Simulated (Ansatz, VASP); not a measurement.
**SnO: VASP beside Ansatz**

Contents of INCAR:

```
SYSTEM = SnO
PREC = Accurate ; ENCUT = 520
EDIFF = 1E-6 ; ISMEAR = 0
SIGMA = 0.05 ; LREAL = .False.
LASPH = .True. ; NELM = 60
ALGO = Normal ; ISIF = 2
LWAVE = .False. ; LCHARG = .False.
LDIPOL = .True. ; IDIPOL = 3
DIPOL = 0.5 0.5 0.394 ; GGA = PE
IVDW = 12 ; NBANDS = 50
```

File KPOINTS:

```
regular mesh
0
Gamma
  7 7 1
  0 0 0
```

The input POSCAR:

```
SnO
1.0
    3.8201526160      0.0002954389      0.0000000000
   -0.0003145156      3.8201526145      0.0000000000
    0.0000000000      0.0000000000     22.2260756252
Sn O
4 4
Direct
    0.9999453016      0.9999453016      0.2024648920
    0.4999453016      0.4999453016      0.3087831576
    0.4999453016      0.9999453016      0.4797535108
   -0.0000546984      0.4999453016      0.5860717765
    0.9999461184      0.4999461184      0.2556240248
    0.4999461184      0.9999461184      0.2556240248
    0.4999461184      0.4999461184      0.5329126436
   -0.0000538816      0.9999461184      0.5329126436
```

Input for Ansatz:

```yaml
crystal:
  lattice:
    - [3.8201528543, 0.0002954551, 0.0]
    - [-0.0003145191, 3.8201528528, 0.0]
    - [0.0, 0.0, 22.226074346]
  atoms:
    - { symbol: Sn, position: [0.9999452911, 0.9999452911, 0.2024649036] }
    - { symbol: O, position: [0.9999461074, 0.4999461074, 0.2556240251] }
    - { symbol: O, position: [0.4999461074, 0.9999461074, 0.2556240251] }
    - { symbol: Sn, position: [0.4999452911, 0.4999452911, 0.3087831466] }
    - { symbol: Sn, position: [0.4999452911, 0.9999452911, 0.4797535096] }
    - { symbol: O, position: [0.4999461074, 0.4999461074, 0.5329126311] }
    - { symbol: O, position: [-5.38926e-05, 0.9999461074, 0.5329126311] }
    - { symbol: Sn, position: [-5.47089e-05, 0.4999452911, 0.5860717526] }
basis:
  ecutwfc: 420
kpoints:
  mp_grid: { grid: [7, 7, 1] }
hamiltonian:
  xc: pbe
  pseudopotentials: { kind: paw, azcp: { folder: soft_1 } }
  dispersion: d3bj
scf:
  occupations: { method: gaussian, width: 0.05 }
output:
  forces: true
  eigenvalues: true
efield:
  axis: 3
  dipole_correction: true
  ramp_width: 0.04
```

Alike in both runs: task single point; functional PBE; dispersion D3(BJ); k mesh 7 × 7 × 1; occupations gaussian, width 0.05 eV; no spin polarisation.

```csv
,VASP,Ansatz
version,VASP 6.6.1,Ansatz 0.2.0
potentials or method,"VASP PAW PBE potentials, release 64 (Sn_d, O), cutoff 520 eV","scalar-relativistic, plane waves, PAW"
valence electrons in the cell,80,80
```

```tsv
	VASP	Ansatz	Ansatz less VASP
gap on the k mesh at the Fermi level (eV)	2.14	2.14	+0.009
least direct gap on the mesh (eV)	2.34	2.35	+0.010
rms of the force components (eV/Å)	0.035	0.008	-0.0270
```

Ansatz's warnings: structure snapped to symmetry.
